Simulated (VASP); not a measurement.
Set up this calculation in VASP 6.6.1, as the native input.

```yaml
Task: single point
Functional: PBE
Potentials_or_basis: VASP PAW PBE potentials, release 64 (Al, Si, I)
Cutoff: 500 eV
k_mesh: 3 × 3 × 2
Occupations: gaussian, width 0.15 eV
Spin: no spin polarisation
Dipole_correction: no
Further_INCAR_settings: ALGO = Normal; EDIFF = 1e-06; NBANDS = 21
```

The structure of Al3Si2I lies in POSCAR:

```
Al3Si2I
1.0
    3.9630672086      0.0000000000      0.0000000000
    0.0000000000      3.9630672086      0.0000000000
    0.0000000000      0.0000000000      8.0677249548
Al Si I
3 2 1
Direct
    0.5000000000      0.0000000000      1.0241173853
    0.0000000000      0.5000000000      1.0241173853
    0.5000000000      0.5000000000      0.3129181251
    0.5000000000      0.5000000000      0.7628471333
    0.0000000000      0.0000000000      0.2374513992
    0.0000000000      0.0000000000      0.6385476118
```

The cell was generated, and may not be a known phase.

These files were run (other wordings do the same):

INCAR

```
  PREC = Accurate
  ENCUT = 500
  EDIFF = 1E-6
  ISMEAR = 0
  SIGMA = 0.15
  LREAL = False
  LASPH = True
  NELM = 120
  ALGO = Normal
  ISIF = 2
  LWAVE = False
  LCHARG = False
  GGA = PE
  NBANDS = 21
  GGA_COMPAT = False
```

KPOINTS

```
regular mesh
0
Gamma
  3 3 2
```

Potentials or basis: VASP PAW PBE potentials, release 64 (Al, Si, I).

Run with:

```sh
$ cat potpaw_PBE.64/Al/POTCAR potpaw_PBE.64/Si/POTCAR potpaw_PBE.64/I/POTCAR > POTCAR
$ mpirun -np 1 vasp_std > vasp.out
```

Results of the run:

The pressure is 0.1 GPa. The largest force is 0.036 eV/Å and the band gap on the k mesh is zero (bands 12 and 13 overlap by 1.16 eV).

Caveat: the k points lie up to 0.53 Å⁻¹ apart, too coarse for converged energies and pressures of a metal; spin-orbit coupling is left out, which moves the levels of the heavy elements.

Wall time 24 s on 1 thread of Intel Xeon 8259CL (shared host), peak memory 0.22 GiB.
